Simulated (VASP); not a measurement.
# Ti4Se (Pm-3m) in VASP: further runs, part 2 of 3

VASP 6.6.1. Earlier steps stand in the parts before.

## 3. Single point, PBE, collinear spin, ferromagnetic start

This run uses another cell than the first one, of 20.11 Å³/atom, 1.154 times its volume.

INCAR

```
SYSTEM = Ti4Se
PREC = Accurate
ENCUT = 520
EDIFF = 1E-6
ISMEAR = 0
SIGMA = 0.1
LREAL = .FALSE.
LASPH = .TRUE.
NELM = 150
ALGO = Normal
ISIF = 2
LWAVE = .FALSE.
LCHARG = .TRUE.
ISPIN = 2
MAGMOM = -1 -1 -1 -1 0
LORBIT = 11
LMAXMIX = 4
GGA = PE
LELF = .TRUE.
LVHAR = .TRUE.
NBANDS = 39
```

KPOINTS

```
Automatic mesh
0
G
  4 4 4
  0 0 0
```

POSCAR

```
Ti4Se
1.0
    4.6503948463      0.0000000000      0.0000000000
    0.0000000000      4.6503948463      0.0000000000
    0.0000000000      0.0000000000      4.6503948463
Ti Se
4 1
Direct
    0.0000000000      0.0000000000      0.0000000000
    0.5000000000      0.5000000000      0.0000000000
    0.5000000000      0.0000000000      0.5000000000
    0.0000000000      0.5000000000      0.5000000000
    0.5000000000      0.5000000000      0.5000000000
```

Potentials or basis: VASP PAW PBE potentials, release 64 (Ti_sv, Se).

Command:

```bash
cat potpaw_PBE.64/Ti_sv/POTCAR potpaw_PBE.64/Se/POTCAR > POTCAR
mpirun -np 1 vasp_std > vasp.out
```

OUTCAR:

```text
SYSTEM = Ti4Se
   PREC = Accurate
   ENCUT = 520
   EDIFF = 1E-6
   ISMEAR = 0
   LREAL = .FALSE.
   LASPH = .TRUE.
   NELM = 150
   ISIF = 2
   ISPIN = 2
   LORBIT = 11
   GGA = PE

 ion  position               nearest neighbor table
   1  0.000  0.000  0.000-
   2  0.500  0.500  0.000-   5 2.33   5 2.33
   3  0.500  0.000  0.500-   5 2.33   5 2.33
   4  0.000  0.500  0.500-   5 2.33   5 2.33
   5  0.500  0.500  0.500-   2 2.33   3 2.33   4 2.33   2 2.33   3 2.33   4 2.33

  LATTYP: Found a simple cubic cell.
 ALAT       =     4.6503948463

  Lattice vectors:

 A1 = (   4.6503948463,   0.0000000000,   0.0000000000)
 A2 = (   0.0000000000,   4.6503948463,   0.0000000000)
 A3 = (   0.0000000000,   0.0000000000,   4.6503948463)

Analysis of symmetry for initial positions (statically):
=====================================================================
 Subroutine PRICEL returns:
 Original cell was already a primitive cell.

 Routine SETGRP: Setting up the symmetry group for a
 simple cubic supercell.

 Subroutine GETGRP returns: Found 48 space group operations
 (whereof 48 operations were pure point group operations)
 out of a pool of 48 trial point group operations.

The static configuration has the point symmetry O_h .

Analysis of symmetry for dynamics (positions and initial velocities):
=====================================================================
 Subroutine PRICEL returns:
 Original cell was already a primitive cell.

 Routine SETGRP: Setting up the symmetry group for a
 simple cubic supercell.

 Subroutine GETGRP returns: Found 48 space group operations
 (whereof 48 operations were pure point group operations)
 out of a pool of 48 trial point group operations.

The dynamic configuration has the point symmetry O_h .

Analysis of structural, dynamic, and magnetic symmetry:
=====================================================================
 Subroutine PRICEL returns:
 Original cell was already a primitive cell.

 Routine SETGRP: Setting up the symmetry group for a
 simple cubic supercell.

 Subroutine GETGRP returns: Found 48 space group operations
 (whereof 48 operations were pure point group operations)
 out of a pool of 48 trial point group operations.

The overall configuration has the point symmetry O_h .

 Subroutine INISYM returns: Found 48 space group operations
 (whereof 48 operations are pure point group operations),
 and found     1 'primitive' translations

----------------------------------------------------------------------------------------

                                     Primitive cell

  volume of cell :     100.5702

  direct lattice vectors                    reciprocal lattice vectors
     4.650394846  0.000000000  0.000000000     0.215035504  0.000000000  0.000000000
     0.000000000  4.650394846  0.000000000     0.000000000  0.215035504  0.000000000
     0.000000000  0.000000000  4.650394846     0.000000000  0.000000000  0.215035504

[... 70 lines left out ...]
   LSORBIT =      F    spin-orbit coupling
   LASPH  =      T    aspherical Exc in radial PAW
   ENCUT  =  520.0 eV  38.22 Ry    6.18 a.u.   8.65  8.65  8.65*2*pi/ulx,y,z
   NELM   =    150;   NELMIN=  2; NELMDL= -5     # of ELM steps
   EDIFF  = 0.1E-05   stopping-criterion for ELM
   LREAL  =      F    real-space projection
   EDIFFG = 0.1E-04   stopping-criterion for IOM
   NSW    =      0    number of steps for IOM
   IBRION =     -1    ionic relax: 0-MD 1-quasi-New 2-CG
   NFREE  =      0    steps in history (QN), initial steepest desc. (CG)
   ISIF   =      2    stress and relaxation
   ISYM   =      2    0-nonsym 1-usesym 2-fastsym
   POTIM  = 0.5000    time-step for ionic-motion
   TEBEG  =    0.0;   TEEND  =   0.0 temperature during run
   PSTRESS=    0.0 pullay stress
   NELECT =      54.0000    total number of electrons
   NUPDOWN=      -1.0000    fix difference up-down
   EMIN   =  10.00;   EMAX   =-10.00  energy-range for DOS
   EFERMI =   0.00;   METHOD = LEGACY
   ISMEAR =     0;   SIGMA  =   0.10  broadening in eV -4-tet -1-fermi 0-gaus
   EFERMI_NEDOS =   21; number of points for ismear=-14 and -15
   IALGO  =     38    algorithm
   IMIX   =      4    mixing-type and parameters
     AMIX     =   0.40;   BMIX     =  1.00
     AMIX_MAG =   1.60;   BMIX_MAG =  1.00
  volume/ion in A,a.u.               =      20.11       135.74
  Fermi-wavevector in a.u.,A,eV,Ry     =   1.330606  2.514481 24.089295  1.770513
  Thomas-Fermi vector in A             =   2.459680
   LORBIT       =     11    0 simple, 1 ext, 2 COOP (PROOUT), +10 PAW based schemes
   GGA     = PE    functional components
   LHFCALC =     F    Hartree Fock is set to
   AEXX    =    0.0000 exact exchange contribution
   IVDW    =     0    specifies the selected vdW correction
   LEPSILON=     F    determine dielectric tensor
   LRPA    =     F    only Hartree local field effects (RPA)
 spin polarized calculation
 Gauss-broadening in eV      SIGMA  =   0.10
  energy-cutoff  :      520.00
  volume of cell :      100.57
 maximum number of plane-waves:      2800
 NGX is ok and might be reduce to    36
   NGX = 17   NGY = 17   NGZ = 17

 number of electron      54.0000010 magnetization      -0.4145809

 Free energy of the ion-electron system (eV)
  ---------------------------------------------------
  ext. energy  EPLUGINS =         0.00000000
  ---------------------------------------------------
  free energy    TOTEN  =       -34.37602813 eV

  energy without entropy =      -34.35088926  energy(sigma->0) =      -34.36345869

 E-fermi :   6.6213     XC(G=0): -10.6491

 val. band max:        6.5605380745   @ k =   0.5000   0.2500   0.2500
 cond. band min:       6.6277477222   @ k =   0.2500   0.2500   0.2500
 fundamental gap:      0.0672096477
 Fermi energy:         6.6212648522

 spin component 1

 k-point     1 :       0.0000    0.0000    0.0000
  band No.  band energies     occupation
      1     -50.5933      1.00000
      2     -50.4073      1.00000
      3     -50.3763      1.00000
      4     -50.3763      1.00000
      5     -26.8461      1.00000
      6     -26.8461      1.00000
[... 409 lines left out ...]
     38       8.9004      0.00000
     39       8.9912      0.00000
 Fermi energy:         6.6212648522

 spin component 2

 k-point     1 :       0.0000    0.0000    0.0000
  band No.  band energies     occupation
      1     -50.8924      1.00000
      2     -50.4047      1.00000
      3     -50.3731      1.00000
      4     -50.3731      1.00000
      5     -27.1021      1.00000
      6     -27.1021      1.00000
[... 409 lines left out ...]
     38       8.9274      0.00000
     39       8.9274      0.00000

------------------------ aborting loop because EDIFF is reached ----------------------------------------

  FORCE on cell =-STRESS in cart. coord.  units (eV):
  Direction    XX          YY          ZZ          XY          YZ          ZX
  --------------------------------------------------------------------------------------
  -------------------------------------------------------------------------------------
  Total        0.1007620      0.1007620      0.1007620      0.0000000      0.0000000     -0.0000000
  in kB        1.6052324      1.6052324      1.6052324      0.0000000      0.0000000     -0.0000000
  external PRESSURE =       1.6052324 kB  Pullay stress =       0.0000000 kB

 VOLUME and BASIS-vectors are now :
 -----------------------------------------------------------------------------
  energy-cutoff  :      520.00
  volume of cell :      100.57
      direct lattice vectors                 reciprocal lattice vectors
     4.650394846  0.000000000  0.000000000     0.215035504  0.000000000  0.000000000
     0.000000000  4.650394846  0.000000000     0.000000000  0.215035504  0.000000000
     0.000000000  0.000000000  4.650394846     0.000000000  0.000000000  0.215035504

 POSITION                                       TOTAL-FORCE (eV/Angst)
 -----------------------------------------------------------------------------------
      0.00000      0.00000      0.00000         0.000000      0.000000      0.000000
      2.32520      2.32520      0.00000         0.000000      0.000000      0.000000
      2.32520      0.00000      2.32520         0.000000      0.000000      0.000000
      0.00000      2.32520      2.32520         0.000000      0.000000      0.000000
      2.32520      2.32520      2.32520         0.000000      0.000000      0.000000
 -----------------------------------------------------------------------------------
    total drift:                                0.000000      0.000000      0.000000

  FREE ENERGIE OF THE ION-ELECTRON SYSTEM (eV)
  ---------------------------------------------------
  free  energy   TOTEN  =       -34.3760281256 eV

  energy  without entropy=      -34.3508892569  energy(sigma->0) =      -34.36345869

 total charge

# of ion       s       p       d       tot
------------------------------------------
    1        2.179   6.065   1.698   9.942
    2        2.171   6.127   1.938  10.236
    3        2.171   6.127   1.938  10.236
    4        2.171   6.127   1.938  10.236
    5        1.451   2.630   0.187   4.268
--------------------------------------------------
tot         10.142  27.078   7.699  44.919

 magnetization (x)

# of ion       s       p       d       tot
------------------------------------------
    1       -0.004  -0.004  -0.299  -0.308
    2        0.000  -0.001   0.002   0.002
    3        0.000  -0.001   0.002   0.002
    4        0.000  -0.001   0.002   0.002
    5       -0.001  -0.001   0.003   0.001
--------------------------------------------------
tot         -0.004  -0.008  -0.289  -0.301
```

Wall time 82 s (1 thread of Intel Xeon Platinum 8488C (Sapphire Rapids), shared host); peak memory 0.26 GiB.

Results:

```yaml
Free_energy: -34.3760 eV
Pressure: 0.2 GPa
Net_moment: -0.41 μB per cell
Site_moments: Ti -0.31, +0.00; Se +0.00 μB
Valence_electrons_inside_the_program's_atomic_spheres: Ti 9.94, 10.24; Se 4.27
```

Levels at points of the mesh, in eV from the Fermi level:
Spin up:
```tsv
k point	band 25	band 26	band 27	band 28	band 29	band 30
(0.00, 0.00, 0.00)	-1.51	-1.51	0.50	0.50	0.50	0.70
(0.50, 0.00, 0.00)	-0.78	-0.78	-0.11	0.74	0.79	0.92
(0.50, 0.50, 0.00)	-0.66	-0.47	-0.10	0.23	0.46	0.46
(0.50, 0.50, 0.50)	-0.16	-0.16	-0.16	0.46	0.46	0.46
```
Spin down:
```csv
k point,band 24,band 25,band 26,band 27,band 28,band 29,band 30,band 31
"(0.00, 0.00, 0.00)",-1.61,-1.55,-1.55,0.35,0.35,0.35,0.69,0.69
"(0.50, 0.00, 0.00)",-0.85,-0.80,-0.80,-0.32,0.60,0.60,0.75,0.78
"(0.50, 0.50, 0.00)",-0.74,-0.74,-0.67,-0.18,0.10,0.48,0.48,1.03
"(0.50, 0.50, 0.50)",-0.81,-0.21,-0.21,-0.21,0.49,0.49,0.49,0.55
```

(Part 2 of 3 ends here.)
